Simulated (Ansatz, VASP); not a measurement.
**W in VASP and in Ansatz**

The input INCAR:

```
PREC = Accurate
ENCUT = 520
EDIFF = 1E-6
ISMEAR = 0
SIGMA = 0.15
LREAL = False
LASPH = True
NELM = 60
ALGO = Fast
ISIF = 2
LWAVE = False
LCHARG = False
GGA = PE
NBANDS = 13
```

File KPOINTS:

```
regular mesh
0
Gamma
  20 20 20
```

Contents of POSCAR:

```
W
1.0
   -1.6372325000      1.5573675000      1.5973000000
    1.6372325000     -1.5573675000      1.5973000000
    1.6372325000      1.5573675000     -1.5973000000
W
1
Direct
    0.0000000000      0.0000000000      0.0000000000
```

Input for Ansatz:

```yaml
crystal:
  lattice:
    - [-1.6372325, 1.5573675, 1.5973]
    - [1.6372325, -1.5573675, 1.5973]
    - [1.6372325, 1.5573675, -1.5973]
  atoms:
    - { symbol: W, position: [0.0, 0.0, 0.0] }
basis:
  ecutwfc: 420
kpoints:
  mp_grid: { grid: [20, 20, 20] }
hamiltonian:
  xc: pbe
scf:
  occupations: { method: gaussian, width: 0.15 }
output:
  forces: true
  stress: true
  eigenvalues: true
  write_density: true
  write_potential: true
  elf: true
  volumetric_format: npy
```

Change from the starting cell: strain +0.0250 x Voigt [1, -1, 0, 0, 0, 0], atoms carried along.

Alike in both runs: task single point; functional PBE; k mesh 20 × 20 × 20; occupations gaussian, width 0.15 eV; no spin polarisation.

|  | VASP | Ansatz |
| --- | --- | --- |
| version | VASP 6.6.1 | Ansatz 0.2.0 |
| potentials or method | VASP PAW PBE potentials, release 64 (W_sv), cutoff 520 eV | scalar-relativistic, plane waves, PAW |
| valence electrons in the cell | 14 | 14 |

|  | VASP | Ansatz | Ansatz less VASP |
| --- | --- | --- | --- |
| gap on the k mesh at the Fermi level (eV) | none | none | - |
| pressure (GPa) | -2.2 | -2.6 | -0.42 |
| traceless stress, the component that is largest in VASP (GPa) | 8.21 | 8.22 | +0.008 |

A gap of «none» marks a metal or a gap that the smearing closes. The functional is the same, so the differences come from potentials, cutoffs and numerics.

Neither program's run includes spin-orbit coupling.
